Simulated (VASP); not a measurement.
# Ta3B2N in VASP: further runs

Runs on Ta3B2N. Level: PBE. Tasks: single point, relaxation of cell and atoms.

Program: VASP 6.6.1. These are calculated values, not measurements. Logs are shortened: lines on timing, memory, paths and dates and some standing lists are left out, and cuts for length are marked.

**1. The cell of the first run**

The typed cell holds 6 atoms: a = 5.540 Å, b = 5.540 Å, c = 3.276 Å, α = 90.00°, β = 90.00°, γ = 120.00°.

**2. Single point, PBE**

INCAR reads:

```
  PREC = Accurate
  ENCUT = 520
  EDIFF = 1E-7
  ISMEAR = 0
  SIGMA = 0.1
  LREAL = False
  LASPH = True
  NELM = 100
  ALGO = Normal
  ISIF = 2
  LWAVE = False
  LCHARG = False
  GGA = PE
  NBANDS = 31
```

KPOINTS reads:

```
regular mesh
0
Gamma
  6 6 4
```

POSCAR reads:

```
Ta3B2N
1.0
    5.5398094232     -0.0000000032      0.0000000000
   -2.7699047088      4.7976156943      0.0000000000
    0.0000000000      0.0000000000      3.2757059540
Ta B N
3 2 1
Direct
    0.5000000000      0.0000000000      0.2177966049
    0.0000000000      0.5000000000      0.2177966049
    0.5000000000      0.5000000000      0.2177966049
    0.3333333333      0.6666666667      0.7177972610
    0.6666666667      0.3333333333      0.7177972610
    0.0000000000      0.0000000000      1.2178507834
```

Potentials or basis: VASP PAW PBE potentials, release 64 (Ta_pv, B, N).

The run is started by

```bash
$ cat potpaw_PBE.64/Ta_pv/POTCAR potpaw_PBE.64/B/POTCAR potpaw_PBE.64/N/POTCAR > POTCAR
$ mpirun -np 1 vasp_std > vasp.out
```

OUTCAR:

```text
PREC = Accurate
   ENCUT = 520
   EDIFF = 1E-7
   ISMEAR = 0
   LREAL = False
   LASPH = True
   NELM = 100
   ISIF = 2
   GGA = PE

 ion  position               nearest neighbor table
   1  0.500  0.000  0.218-   4 2.29   5 2.29   4 2.29   5 2.29   3 2.77   3 2.77   2 2.77   2 2.77

   2  0.000  0.500  0.218-   4 2.29   5 2.29   4 2.29   5 2.29   3 2.77   3 2.77   1 2.77   1 2.77

   3  0.500  0.500  0.218-   4 2.29   5 2.29   4 2.29   5 2.29   2 2.77   2 2.77   1 2.77   1 2.77

   4  0.333  0.667  0.718-   2 2.29   1 2.29   3 2.29   2 2.29   1 2.29   3 2.29
   5  0.667  0.333  0.718-   2 2.29   1 2.29   3 2.29   2 2.29   1 2.29   3 2.29
   6  0.000  0.000  0.218-

  LATTYP: Found a hexagonal cell.
 ALAT       =     5.5398094232
 C/A-ratio  =     0.5913030041

  Lattice vectors:

 A1 = (   5.5398094232,  -0.0000000032,   0.0000000000)
 A2 = (  -2.7699047088,   4.7976156943,   0.0000000000)
 A3 = (   0.0000000000,   0.0000000000,   3.2757059540)

Analysis of symmetry for initial positions (statically):
=====================================================================
 Subroutine PRICEL returns:
 Original cell was already a primitive cell.

 Routine SETGRP: Setting up the symmetry group for a
 hexagonal supercell.

 Subroutine GETGRP returns: Found 12 space group operations
 (whereof 12 operations were pure point group operations)
 out of a pool of 24 trial point group operations.

The static configuration has the point symmetry C_6v.

Analysis of symmetry for dynamics (positions and initial velocities):
=====================================================================
 Subroutine PRICEL returns:
 Original cell was already a primitive cell.

 Routine SETGRP: Setting up the symmetry group for a
 hexagonal supercell.

 Subroutine GETGRP returns: Found 12 space group operations
 (whereof 12 operations were pure point group operations)
 out of a pool of 24 trial point group operations.

The dynamic configuration has the point symmetry C_6v.

 Subroutine INISYM returns: Found 12 space group operations
 (whereof 12 operations are pure point group operations),
 and found     1 'primitive' translations

----------------------------------------------------------------------------------------

                                     Primitive cell

  volume of cell :      87.0613

  direct lattice vectors                    reciprocal lattice vectors
     5.539809423 -0.000000003  0.000000000     0.180511625  0.104218435  0.000000000
    -2.769904709  4.797615694  0.000000000     0.000000000  0.208436870  0.000000000
     0.000000000  0.000000000  3.275705954     0.000000000  0.000000000  0.305277706

  length of vectors
     5.539809423  5.539809423  3.275705954     0.208436870  0.208436870  0.305277706

  position of ions in fractional coordinates (direct lattice)
     0.500000000  0.000000000  0.217796605
     1.000000000  0.500000000  0.217796605
     0.500000000  0.500000000  0.217796605
     0.333333333  0.666666667  0.717797261
     0.666666667  0.333333333  0.717797261
     0.000000000  0.000000000  0.217850783

  ion indices of the primitive-cell ions
   primitive index   ion index
                 1           1
                 2           2
                 3           3
                 4           4
                 5           5
                 6           6

----------------------------------------------------------------------------------------

 KPOINTS: regular mesh

Automatic generation of k-mesh.
 Grid dimensions read from file:
 generate k-points for:    6    6    4

 Generating k-lattice:

  Cartesian coordinates                     Fractional coordinates (reciprocal lattice)
     0.030085271  0.017369739  0.000000000     0.166666667 -0.000000000  0.000000000
     0.000000000  0.034739478  0.000000000     0.000000000  0.166666667  0.000000000
     0.000000000  0.000000000  0.076319427     0.000000000  0.000000000  0.250000000

  Length of vectors
     0.034739478  0.034739478  0.076319427

  Shift w.r.t. Gamma in fractional coordinates (k-lattice)
     0.000000000  0.000000000  0.000000000

 Subroutine IBZKPT returns following result:
 ===========================================

 Found     21 irreducible k-points:

 Following reciprocal coordinates:
            Coordinates               Weight
  0.000000  0.000000  0.000000      1.000000
  0.166667 -0.000000  0.000000      6.000000
  0.333333 -0.000000  0.000000      6.000000
  0.500000 -0.000000  0.000000      3.000000
  0.166667  0.166667  0.000000      6.000000
  0.333333  0.166667  0.000000     12.000000
[... 13 lines left out ...]
  0.333333  0.166667  0.500000     12.000000
  0.333333  0.333333  0.500000      2.000000
   k-points           NKPTS =     21   k-points in BZ     NKDIM =     21   number of bands    NBANDS=     31
   number of dos      NEDOS =    301   number of ions     NIONS =      6
   total plane-waves  NPLWV =  42336
   dimension x,y,z NGX =    42 NGY =   42 NGZ =   24
   dimension x,y,z NGXF=    84 NGYF=   84 NGZF=   48
   ions per type =               3   2   1
   NGX,Y,Z   is equivalent  to a cutoff of  12.60, 12.60, 12.18 a.u.
   NGXF,Y,Z  is equivalent  to a cutoff of  25.21, 25.21, 24.36 a.u.
 SYSTEM =  unknown system
   PREC   = accura    normal or accurate (medium, high low for compatibility)
   ISTART =      0    job   : 0-new  1-cont  2-samecut
   ICHARG =      2    charge: 1-file 2-atom 10-const
   ISPIN  =      1    spin polarized calculation?
   LNONCOLLINEAR =      F non collinear calculations
   LSORBIT =      F    spin-orbit coupling
   LASPH  =      T    aspherical Exc in radial PAW
   ENCUT  =  520.0 eV  38.22 Ry    6.18 a.u.  10.30 10.30  6.09*2*pi/ulx,y,z
   NELM   =    100;   NELMIN=  2; NELMDL= -5     # of ELM steps
   EDIFF  = 0.1E-06   stopping-criterion for ELM
   LREAL  =      F    real-space projection
   EDIFFG = 0.1E-05   stopping-criterion for IOM
   NSW    =      0    number of steps for IOM
   IBRION =     -1    ionic relax: 0-MD 1-quasi-New 2-CG
   NFREE  =      0    steps in history (QN), initial steepest desc. (CG)
   ISIF   =      2    stress and relaxation
   ISYM   =      2    0-nonsym 1-usesym 2-fastsym
   POTIM  = 0.5000    time-step for ionic-motion
   TEBEG  =    0.0;   TEEND  =   0.0 temperature during run
   PSTRESS=    0.0 pullay stress
   NELECT =      44.0000    total number of electrons
   NUPDOWN=      -1.0000    fix difference up-down
   EMIN   =  10.00;   EMAX   =-10.00  energy-range for DOS
   EFERMI =   0.00;   METHOD = LEGACY
   ISMEAR =     0;   SIGMA  =   0.10  broadening in eV -4-tet -1-fermi 0-gaus
   EFERMI_NEDOS =   21; number of points for ismear=-14 and -15
   IALGO  =     38    algorithm
   IMIX   =      4    mixing-type and parameters
     AMIX     =   0.40;   BMIX     =  1.00
     AMIX_MAG =   1.60;   BMIX_MAG =  1.00
  volume/ion in A,a.u.               =      14.51        97.92
  Fermi-wavevector in a.u.,A,eV,Ry     =   1.304019  2.464239 23.136246  1.700466
  Thomas-Fermi vector in A             =   2.434983
   LORBIT       =      0    0 simple, 1 ext, 2 COOP (PROOUT), +10 PAW based schemes
   GGA     = PE    functional components
   LHFCALC =     F    Hartree Fock is set to
   AEXX    =    0.0000 exact exchange contribution
   IVDW    =     0    specifies the selected vdW correction
   LEPSILON=     F    determine dielectric tensor
   LRPA    =     F    only Hartree local field effects (RPA)
 non-spin polarized calculation
 Gauss-broadening in eV      SIGMA  =   0.10
  energy-cutoff  :      520.00
  volume of cell :       87.06
 maximum number of plane-waves:      2376
 NGX is ok and might be reduce to    42
   NGX = 21   NGY = 21   NGZ = 13

 number of electron      43.9999994 magnetization

 Free energy of the ion-electron system (eV)
  ---------------------------------------------------
  ext. energy  EPLUGINS =         0.00000000
  ---------------------------------------------------
  free energy    TOTEN  =       -53.83449586 eV

  energy without entropy =      -53.81273989  energy(sigma->0) =      -53.82361787

 E-fermi :   4.0126     XC(G=0): -11.4787

 val. band max:        3.9847497331   @ k =   0.5000  -0.0000   0.0000
 cond. band min:       4.0689230478   @ k =   0.3333   0.3333   0.5000
 fundamental gap:      0.0841733146
 Fermi energy:         4.0126377237

 k-point     1 :       0.0000    0.0000    0.0000
  band No.  band energies     occupation
      1     -30.7511      2.00000
      2     -30.5051      2.00000
      3     -30.5051      2.00000
      4     -29.9958      2.00000
      5     -29.8689      2.00000
      6     -29.7996      2.00000
[... 23 lines left out ...]
     30       8.3925      0.00000
     31       8.5136      0.00000

 k-point     2 :       0.1667   -0.0000    0.0000
  band No.  band energies     occupation
      1     -30.6849      2.00000
      2     -30.4912      2.00000
      3     -30.4609      2.00000
      4     -29.9844      2.00000
      5     -29.9023      2.00000
      6     -29.8114      2.00000
[... 23 lines left out ...]
     30       8.1118      0.00000
     31       8.4816      0.00000

 k-point     3 :       0.3333   -0.0000    0.0000
  band No.  band energies     occupation
      1     -30.5827      2.00000
      2     -30.3744      2.00000
      3     -30.3420      2.00000
      4     -30.0020      2.00000
      5     -29.9549      2.00000
      6     -29.8418      2.00000
[... 23 lines left out ...]
     30       8.2466      0.00000
     31       8.4816      0.00000

 k-point     4 :       0.5000   -0.0000    0.0000
  band No.  band energies     occupation
      1     -30.5634      2.00000
      2     -30.2228      2.00000
      3     -30.1742      2.00000
      4     -30.1129      2.00000
      5     -29.9312      2.00000
      6     -29.9232      2.00000
[... 23 lines left out ...]
     30       8.4838      0.00000
     31       8.5728      0.00000

 k-point     5 :       0.1667    0.1667    0.0000
  band No.  band energies     occupation
      1     -30.5776      2.00000
      2     -30.4745      2.00000
      3     -30.3525      2.00000
      4     -29.9737      2.00000
      5     -29.9636      2.00000
      6     -29.8329      2.00000
[... 23 lines left out ...]
     30       8.1289      0.00000
     31       8.1651      0.00000
[... 440 lines left out ...]
     30       8.4614      0.00000
     31       8.5889      0.00000

 k-point    19 :       0.1667    0.1667    0.5000
  band No.  band energies     occupation
      1     -30.5437      2.00000
      2     -30.4482      2.00000
      3     -30.3275      2.00000
      4     -30.2163      2.00000
      5     -30.0656      2.00000
      6     -30.0274      2.00000
[... 23 lines left out ...]
     30       8.2343      0.00000
     31       8.6050      0.00000

 k-point    20 :       0.3333    0.1667    0.5000
  band No.  band energies     occupation
      1     -30.4765      2.00000
      2     -30.3291      2.00000
      3     -30.1790      2.00000
      4     -30.1311      2.00000
      5     -30.1038      2.00000
      6     -30.0993      2.00000
[... 23 lines left out ...]
     30       8.1402      0.00000
     31       8.6449      0.00000

 k-point    21 :       0.3333    0.3333    0.5000
  band No.  band energies     occupation
      1     -30.3718      2.00000
      2     -30.2797      2.00000
      3     -30.2797      2.00000
      4     -30.1415      2.00000
      5     -30.1415      2.00000
      6     -30.0276      2.00000
[... 23 lines left out ...]
     30       7.8776      0.00000
     31       8.6761      0.00000

------------------------ aborting loop because EDIFF is reached ----------------------------------------

  FORCE on cell =-STRESS in cart. coord.  units (eV):
  Direction    XX          YY          ZZ          XY          YZ          ZX
  --------------------------------------------------------------------------------------
  -------------------------------------------------------------------------------------
  Total        0.0487970      0.0487970      0.2574623      0.0000000     -0.0000000      0.0000000
  in kB        0.8980050      0.8980050      4.7380431      0.0000000     -0.0000000      0.0000000
  external PRESSURE =       2.1780177 kB  Pullay stress =       0.0000000 kB

 VOLUME and BASIS-vectors are now :
 -----------------------------------------------------------------------------
  energy-cutoff  :      520.00
  volume of cell :       87.06
      direct lattice vectors                 reciprocal lattice vectors
     5.539809423 -0.000000003  0.000000000     0.180511625  0.104218435  0.000000000
    -2.769904709  4.797615694  0.000000000     0.000000000  0.208436870  0.000000000
     0.000000000  0.000000000  3.275705954     0.000000000  0.000000000  0.305277706

 POSITION                                       TOTAL-FORCE (eV/Angst)
 -----------------------------------------------------------------------------------
      2.76990     -0.00000      0.71344        -0.000000     -0.000000      0.000189
     -1.38495      2.39881      0.71344        -0.000000     -0.000000      0.000189
      1.38495      2.39881      0.71344         0.000000     -0.000000      0.000189
      0.00000      3.19841      2.35129         0.000000      0.000000      0.000004
      2.76990      1.59921      2.35129        -0.000000     -0.000000      0.000004
      0.00000      0.00000      0.71362         0.000000      0.000000     -0.000575
 -----------------------------------------------------------------------------------
    total drift:                                0.000000      0.000000     -0.000057

  FREE ENERGIE OF THE ION-ELECTRON SYSTEM (eV)
  ---------------------------------------------------
  free  energy   TOTEN  =       -53.8344958558 eV

  energy  without entropy=      -53.8127398884  energy(sigma->0) =      -53.82361787
```

Wall time 62 s (1 thread of Intel Xeon Platinum 8259CL at 2.50GHz (Skylake/Cascade Lake), shared host); peak memory 0.22 GiB.

What came out:

- Free energy: -53.8345 eV
- Pressure: 0.2 GPa
- Band gap on the k mesh: zero (band 22 reaches 4.77 eV, above the bottom of band 23 at 3.62 eV)

Caveat: the k points lie up to 0.48 Å⁻¹ apart; spin-orbit coupling is left out, which moves the levels of the heavy elements.

[end of part 1 of 2]
